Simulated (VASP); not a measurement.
# HfN (P1) in VASP: relaxation of the atoms with PBE

Aim: the relaxation of the atoms of HfN with PBE.

All numbers are computed with VASP 6.6.1; they aren't measurements. Logs are shortened: lines on timing, memory, paths and dates and some standing lists are left out, and cuts for length are marked.

## 1. The cell of the first run

The typed cell holds 2 atoms: a = 3.216 Å, b = 3.216 Å, c = 3.216 Å, α = 60.00°, β = 60.00°, γ = 60.00°.

## 2. Relaxation of the atoms, PBE

Input file INCAR:

```
SYSTEM = HfN
PREC = Accurate
ENCUT = 520
EDIFF = 1E-7
ISMEAR = 0
SIGMA = 0.15
LREAL = .FALSE.
LASPH = .TRUE.
NELM = 80
ALGO = Normal
ISIF = 2
LWAVE = .FALSE.
LCHARG = .FALSE.
GGA = PE
IBRION = 2
NSW = 100
EDIFFG = -0.01
KPAR = 4
```

Input file KPOINTS:

```
Automatic mesh
0
G
  12 12 12
  0 0 0
```

Input file POSCAR:

```
HfN
1.0
    0.0000000000      2.2738965622      2.2738965622
    2.2738965622      0.0000000000      2.2738965622
    2.2738965622      2.2738965622      0.0000000000
Hf N
1 1
Direct
   -0.0256432453      0.0311222825     -0.0148396636
    0.5256432453      0.4688777175      0.5148396636
```

Potentials or basis: VASP PAW PBE potentials, release 64 (Hf_pv, N).

Launch:

```sh
cat potpaw_PBE.64/Hf_pv/POTCAR potpaw_PBE.64/N/POTCAR > POTCAR
mpirun -np 4 vasp_std > vasp.out
```

OUTCAR:

```text
SYSTEM = HfN
   PREC = Accurate
   ENCUT = 520
   EDIFF = 1E-7
   ISMEAR = 0
   LREAL = .FALSE.
   LASPH = .TRUE.
   NELM = 80
   ISIF = 2
   GGA = PE
   IBRION = 2
   NSW = 100
   EDIFFG = -0.01

 ion  position               nearest neighbor table
   1  0.974  0.031  0.985-   2 2.09   2 2.21   2 2.26   2 2.31   2 2.36   2 2.46
   2  0.526  0.469  0.515-   1 2.09   1 2.21   1 2.26   1 2.31   1 2.36   1 2.46

  LATTYP: Found a face centered cubic cell.
 ALAT       =     4.5477931244

  Lattice vectors:

 A1 = (   0.0000000000,   2.2738965622,   2.2738965622)
 A2 = (   2.2738965622,   0.0000000000,   2.2738965622)
 A3 = (   2.2738965622,   2.2738965622,   0.0000000000)

Analysis of symmetry for initial positions (statically):
=====================================================================
 Subroutine PRICEL returns:
 Original cell was already a primitive cell.

 Routine SETGRP: Setting up the symmetry group for a
 face centered cubic supercell.

 Subroutine GETGRP returns: Found  1 space group operations
 (whereof  1 operations were pure point group operations)
 out of a pool of 48 trial point group operations.

The static configuration has the point symmetry C_1 .

Analysis of symmetry for dynamics (positions and initial velocities):
=====================================================================
 Subroutine PRICEL returns:
 Original cell was already a primitive cell.

 Routine SETGRP: Setting up the symmetry group for a
 face centered cubic supercell.

 Subroutine GETGRP returns: Found  1 space group operations
 (whereof  1 operations were pure point group operations)
 out of a pool of 48 trial point group operations.

The dynamic configuration has the point symmetry C_1 .

 Subroutine INISYM returns: Found  1 space group operations
 (whereof  1 operations are pure point group operations),
 and found     1 'primitive' translations

----------------------------------------------------------------------------------------

                                     Primitive cell

  volume of cell :      23.5148

  direct lattice vectors                    reciprocal lattice vectors
     0.000000000  2.273896562  2.273896562    -0.219886871  0.219886871  0.219886871
     2.273896562  0.000000000  2.273896562     0.219886871 -0.219886871  0.219886871
     2.273896562  2.273896562  0.000000000     0.219886871  0.219886871 -0.219886871

  length of vectors
     3.215775358  3.215775358  3.215775358     0.380855232  0.380855232  0.380855232

  position of ions in fractional coordinates (direct lattice)
     0.974356755  0.031122283  0.985160336
     0.525643245  0.468877717  0.514839664

  ion indices of the primitive-cell ions
   primitive index   ion index
                 1           1
                 2           2

----------------------------------------------------------------------------------------

 KPOINTS: Automatic mesh

Automatic generation of k-mesh.
 Grid dimensions read from file:
 generate k-points for:   12   12   12

 Generating k-lattice:

  Cartesian coordinates                     Fractional coordinates (reciprocal lattice)
    -0.018323906  0.018323906  0.018323906     0.083333333  0.000000000  0.000000000
     0.018323906 -0.018323906  0.018323906     0.000000000  0.083333333  0.000000000
     0.018323906  0.018323906 -0.018323906     0.000000000  0.000000000  0.083333333

  Length of vectors
     0.031737936  0.031737936  0.031737936

  Shift w.r.t. Gamma in fractional coordinates (k-lattice)
     0.000000000  0.000000000  0.000000000

 Subroutine IBZKPT returns following result:
 ===========================================

 Found    868 irreducible k-points:

 Following reciprocal coordinates:
            Coordinates               Weight
  0.000000  0.000000  0.000000      1.000000
  0.083333  0.000000  0.000000      2.000000
  0.000000  0.083333  0.000000      2.000000
  0.000000  0.000000  0.083333      2.000000
  0.083333  0.083333  0.083333      2.000000
  0.166667  0.000000  0.000000      2.000000
[... 16 lines left out ...]
  0.000000  0.500000  0.000000      1.000000
  0.000000  0.000000  0.500000      1.000000
 [... further k-points ...]
   k-points           NKPTS =    868   k-points in BZ     NKDIM =    868   number of bands    NBANDS=     11
   number of dos      NEDOS =    301   number of ions     NIONS =      2
   total plane-waves  NPLWV =  13824
   dimension x,y,z NGX =    24 NGY =   24 NGZ =   24
   dimension x,y,z NGXF=    48 NGYF=   48 NGZF=   48
   ions per type =               1   1
   NGX,Y,Z   is equivalent  to a cutoff of  12.41, 12.41, 12.41 a.u.
   NGXF,Y,Z  is equivalent  to a cutoff of  24.81, 24.81, 24.81 a.u.
 SYSTEM =  HfN
   PREC   = accura    normal or accurate (medium, high low for compatibility)
   ISTART =      0    job   : 0-new  1-cont  2-samecut
   ICHARG =      2    charge: 1-file 2-atom 10-const
   ISPIN  =      1    spin polarized calculation?
   LNONCOLLINEAR =      F non collinear calculations
   LSORBIT =      F    spin-orbit coupling
   LASPH  =      T    aspherical Exc in radial PAW
   ENCUT  =  520.0 eV  38.22 Ry    6.18 a.u.   5.98  5.98  5.98*2*pi/ulx,y,z
   NELM   =     80;   NELMIN=  2; NELMDL= -5     # of ELM steps
   EDIFF  = 0.1E-06   stopping-criterion for ELM
   LREAL  =      F    real-space projection
   EDIFFG = -.1E-01   stopping-criterion for IOM
   NSW    =    100    number of steps for IOM
   IBRION =      2    ionic relax: 0-MD 1-quasi-New 2-CG
   NFREE  =      1    steps in history (QN), initial steepest desc. (CG)
   ISIF   =      2    stress and relaxation
   ISYM   =      2    0-nonsym 1-usesym 2-fastsym
   POTIM  = 0.5000    time-step for ionic-motion
   TEBEG  =    0.0;   TEEND  =   0.0 temperature during run
   PSTRESS=    0.0 pullay stress
   NELECT =      15.0000    total number of electrons
   NUPDOWN=      -1.0000    fix difference up-down
   EMIN   =  10.00;   EMAX   =-10.00  energy-range for DOS
   EFERMI =   0.00;   METHOD = LEGACY
   ISMEAR =     0;   SIGMA  =   0.15  broadening in eV -4-tet -1-fermi 0-gaus
   EFERMI_NEDOS =   21; number of points for ismear=-14 and -15
   IALGO  =     38    algorithm
   IMIX   =      4    mixing-type and parameters
     AMIX     =   0.40;   BMIX     =  1.00
     AMIX_MAG =   1.60;   BMIX_MAG =  1.00
  volume/ion in A,a.u.               =      11.76        79.34
  Fermi-wavevector in a.u.,A,eV,Ry     =   1.409260  2.663116 27.021368  1.986015
  Thomas-Fermi vector in A             =   2.531334
   LORBIT       =      0    0 simple, 1 ext, 2 COOP (PROOUT), +10 PAW based schemes
   GGA     = PE    functional components
   LHFCALC =     F    Hartree Fock is set to
   AEXX    =    0.0000 exact exchange contribution
   IVDW    =     0    specifies the selected vdW correction
   LEPSILON=     F    determine dielectric tensor
   LRPA    =     F    only Hartree local field effects (RPA)
 conjugate gradient relaxation of ions
 non-spin polarized calculation
 Gauss-broadening in eV      SIGMA  =   0.15
  energy-cutoff  :      520.00
  volume of cell :       23.51
 maximum number of plane-waves:       648
   NGX = 11   NGY = 11   NGZ = 11

--------------------------------------- Ionic step        1  -------------------------------------------

 number of electron      14.9999999 magnetization

 Free energy of the ion-electron system (eV)
  ---------------------------------------------------
  ext. energy  EPLUGINS =         0.00000000
  ---------------------------------------------------
  free energy    TOTEN  =       -21.54333232 eV

  energy without entropy =      -21.53759212  energy(sigma->0) =      -21.54046222

------------------------ aborting loop because EDIFF is reached ----------------------------------------

  FORCE on cell =-STRESS in cart. coord.  units (eV):
  Direction    XX          YY          ZZ          XY          YZ          ZX
  --------------------------------------------------------------------------------------
  -------------------------------------------------------------------------------------
  Total       -0.0381431      1.5558919     -0.2951900      0.0874534      0.0258280     -0.0017603
  in kB       -2.5988669    106.0102580    -20.1126846      5.9586151      1.7597830     -0.1199391
  external PRESSURE =      27.7662355 kB  Pullay stress =       0.0000000 kB
[... 129 lines left out ...]
  energy  without entropy=      -21.7612862412  energy(sigma->0) =      -21.76329316

--------------------------------------- Ionic step        5  -------------------------------------------

 number of electron      15.0000000 magnetization

 Free energy of the ion-electron system (eV)
  ---------------------------------------------------
  ext. energy  EPLUGINS =         0.00000000
  ---------------------------------------------------
  free energy    TOTEN  =       -21.76560997 eV

  energy without entropy =      -21.76160059  energy(sigma->0) =      -21.76360528

 E-fermi :   8.2250     XC(G=0): -12.6292

 val. band max:        8.1764973627   @ k =  -0.0833   0.0833   0.0000
 cond. band min:       8.3011394164   @ k =  -0.1667   0.0833   0.2500
 fundamental gap:      0.1246420537
 Fermi energy:         8.2250100457

 k-point     1 :       0.0000    0.0000    0.0000
  band No.  band energies     occupation
      1     -23.0183      2.00000
      2     -23.0183      2.00000
      3     -23.0183      2.00000
      4      -9.1866      2.00000
      5       5.2010      2.00000
      6       5.2010      2.00000
      7       5.2010      2.00000
      8       7.8747      1.99904
      9       7.8747      1.99904
     10       7.8748      1.99904
     11       9.8183      0.00000
[... 309 lines left out ...]
 k-point    24 :       0.0000    0.0000    0.5000
  band No.  band energies     occupation
      1     -23.9062      2.00000
      2     -23.0997      2.00000
      3     -23.0997      2.00000
      4      -6.5770      2.00000
      5      -0.5632      2.00000
      6       2.1224      2.00000
      7       2.1224      2.00000
      8      11.3962      0.00000
      9      11.8157      0.00000
     10      11.8157      0.00000
     11      12.5337      0.00000

 [... further k-points ...]

------------------------ aborting loop because EDIFF is reached ----------------------------------------

  FORCE on cell =-STRESS in cart. coord.  units (eV):
  Direction    XX          YY          ZZ          XY          YZ          ZX
  --------------------------------------------------------------------------------------
  -------------------------------------------------------------------------------------
  Total       -0.3528124     -0.3528131     -0.3528113      0.0000006      0.0000004      0.0000006
  in kB      -24.0387748    -24.0388230    -24.0386982      0.0000406      0.0000287      0.0000442
  external PRESSURE =     -24.0387653 kB  Pullay stress =       0.0000000 kB
[... 17 lines left out ...]
  FREE ENERGIE OF THE ION-ELECTRON SYSTEM (eV)
  ---------------------------------------------------
  free  energy   TOTEN  =       -21.7656099733 eV

  energy  without entropy=      -21.7616005851  energy(sigma->0) =      -21.76360528

 reached required accuracy - stopping structural energy minimisation
```

It took 2.2 min on 4 MPI ranks of Intel Xeon Platinum 8259CL at 2.50GHz (Skylake/Cascade Lake), shared host; peak memory 0.35 GiB.

What came out:

| Property | Result |
| --- | --- |
| Free energy | -21.7656 eV |
| Energy gained by relaxing | 111.1 meV/atom |
| Ionic steps | 5 |
| Pressure after relaxing | -2.4 GPa |
| Largest force after relaxing | 0.004 eV/Å |
| Band gap on the k mesh | zero (an odd number of electrons rules out a gap without spin polarisation) |

Forces in eV/Å, atoms in the order of the input:
```
Hf   0.002  0.003  0.001
N   -0.002 -0.003 -0.001
```

The path:
```csv
step,energy change (eV),largest force (eV/Å),pressure (GPa)
1,0.0000,2.2672,2.78
2,-0.2201,0.2202,-2.35
3,-0.2220,0.0735,-2.40
4,-0.2220,0.0827,-2.40
5,-0.2223,0.0042,-2.40
```

Final structure:
```
Hf N
1.0
     0.00000    2.27390    2.27390
     2.27390    0.00000    2.27390
     2.27390    2.27390    0.00000
Hf N
1 1
Direct
  0.99998 0.00000 0.99996
  0.50002 0.50000 0.50004
```

Levels at points of the mesh, in eV from the Fermi level:
```
           k point  band 4  band 5  band 6  band 7  band 8  band 9  band 10  band 11
(0.00, 0.00, 0.00)  -17.41   -3.02   -3.02   -3.02   -0.35   -0.35    -0.35     1.59
(0.50, 0.00, 0.00)  -14.80   -8.79   -6.10   -6.10    3.17    3.59     3.59     4.31
(0.00, 0.50, 0.00)  -14.80   -8.79   -6.10   -6.10    3.17    3.59     3.59     4.31
(0.00, 0.00, 0.50)  -14.80   -8.79   -6.10   -6.10    3.17    3.59     3.59     4.31
(0.50, 0.50, 0.50)  -14.80   -8.79   -6.10   -6.10    3.17    3.59     3.59     4.31
(0.50, 0.50, 0.00)  -16.33   -5.43   -3.74   -3.70   -3.70    3.98     5.35     5.36
(0.00, 0.50, 0.50)  -16.33   -5.43   -3.74   -3.70   -3.70    3.98     5.35     5.36
(0.50, 0.00, 0.50)  -16.33   -5.43   -3.74   -3.70   -3.70    3.98     5.35     5.36
```

Caveat: spin-orbit coupling is left out, which moves the levels of the heavy elements.
